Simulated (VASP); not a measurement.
Si:

```
Si
1.0
     0.00000    2.71041    2.72212
     2.71041    0.00000    2.72212
     2.71041    2.71041    0.00000
Si
2
Direct
  0.25000 0.25000 0.25000
  0.00000 0.00000 0.00000
```

This cell differs from its parent crystal: biaxial xy strain -0.4%.

Program: VASP 6.6.1. Alike in all runs: task single point; potentials or basis VASP PAW PBE potentials, release 64 (Si); no spin polarisation; cell as given; cutoff (eV) 520. Hardware: 1 thread of Intel(R) Xeon(R) 6975P-C (Granite Rapids) (shared host).

Order these runs on this cell by their wall time, lowest first.
A. level PBE; k mesh 8 × 8 × 8; smearing fermi-dirac 0.02 eV
B. level PBE; k mesh 4 × 4 × 4; smearing gaussian 0.01 eV
C. level r2SCAN; k mesh 8 × 8 × 8; smearing gaussian 0.01 eV
D. level HSE06; k mesh 6 × 6 × 6; smearing gaussian 0.01 eV; grid for exact exchange (PRECFOCK) Normal; screening parameter 0.2079 1/Å

B (4.5 s), A (14 s), C (60 s), D (600 s).

Caveats: some runs use coarse meshes.
